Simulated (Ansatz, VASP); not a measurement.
Two plane-wave programs on PbO2

File INCAR:

```
PREC = Accurate
ENCUT = 600
EDIFF = 1E-6
ISMEAR = 0
SIGMA = 0.2
LREAL = F
LASPH = T
NELM = 120
ALGO = Normal
ISIF = 2
LWAVE = F
LCHARG = F
GGA = PE
NBANDS = 64
GGA_COMPAT = F
```

KPOINTS

```
Automatic mesh
0
Gamma
  6 6 2
```

The input POSCAR:

```
PbO2
1.0
    2.7116962523     -2.7302847278      0.0000000000
    2.7116962523      2.7302847278      0.0000000000
    0.0000000000      0.0000000000     10.7684071421
Pb O
4 8
Direct
    0.0000000000      0.0000000000      0.5000000000
    0.0000000000      0.0000000000      0.0000000000
    0.5000000000      0.5000000000      0.2500000000
    0.5000000000      0.5000000000      0.7500000000
    0.5299569820      0.9700430180      0.1250000000
    0.5299569820      0.9700430180      0.6250000000
    0.9700430180      0.5299569820      0.3750000000
    0.9700430180      0.5299569820      0.8750000000
    0.4700430180      0.0299569820      0.3750000000
    0.4700430180      0.0299569820      0.8750000000
    0.0299569820      0.4700430180      0.1250000000
    0.0299569820      0.4700430180      0.6250000000
```

Input for Ansatz:

```yaml
crystal:
  lattice:
    - [2.7116962523, -2.7302847278, 0.0]
    - [2.7116962523, 2.7302847278, 0.0]
    - [0.0, 0.0, 10.7684071421]
  atoms:
    - { symbol: Pb, position: [0.0, 0.0, 0.5] }
    - { symbol: Pb, position: [0.0, 0.0, 0.0] }
    - { symbol: Pb, position: [0.5, 0.5, 0.25] }
    - { symbol: Pb, position: [0.5, 0.5, 0.75] }
    - { symbol: O, position: [0.529956982, 0.970043018, 0.125] }
    - { symbol: O, position: [0.529956982, 0.970043018, 0.625] }
    - { symbol: O, position: [0.970043018, 0.529956982, 0.375] }
    - { symbol: O, position: [0.970043018, 0.529956982, 0.875] }
    - { symbol: O, position: [0.470043018, 0.029956982, 0.375] }
    - { symbol: O, position: [0.470043018, 0.029956982, 0.875] }
    - { symbol: O, position: [0.029956982, 0.470043018, 0.125] }
    - { symbol: O, position: [0.029956982, 0.470043018, 0.625] }
basis:
  ecutwfc: 420
kpoints:
  mp_grid: { grid: [6, 6, 2] }
hamiltonian:
  xc: pbe
scf:
  occupations: { method: gaussian, width: 0.2 }
  lower_state_search: "off"
output:
  forces: true
  stress: true
  eigenvalues: true
```

Alike in both runs: task single point; functional PBE; k mesh 6 × 6 × 2; occupations gaussian, width 0.2 eV; no spin polarisation.

```csv
,VASP,Ansatz
version,VASP 6.6.1,Ansatz 0.2.0
potentials or method,"VASP PAW PBE potentials, release 64 (Pb_d, O), cutoff 600 eV","scalar-relativistic, plane waves, PAW"
valence electrons in the cell,104,104
```

```csv
,VASP,Ansatz,Ansatz less VASP
gap on the k mesh at the Fermi level (eV),none,none,-
pressure (GPa),0.2,0.1,-0.09
"traceless stress, the component that is largest in VASP (GPa)",0.06,0.04,-0.013
rms of the force components (eV/Å),0.009,0.002,-0.0071
```

Atom by atom the forces differ by 0.007 eV/Å (rms over components). A gap of «none» marks a metal or a gap that the smearing closes. With one functional, cell and mesh, what is left measures potentials, basis and numerics.

Neither program's run includes spin-orbit coupling.
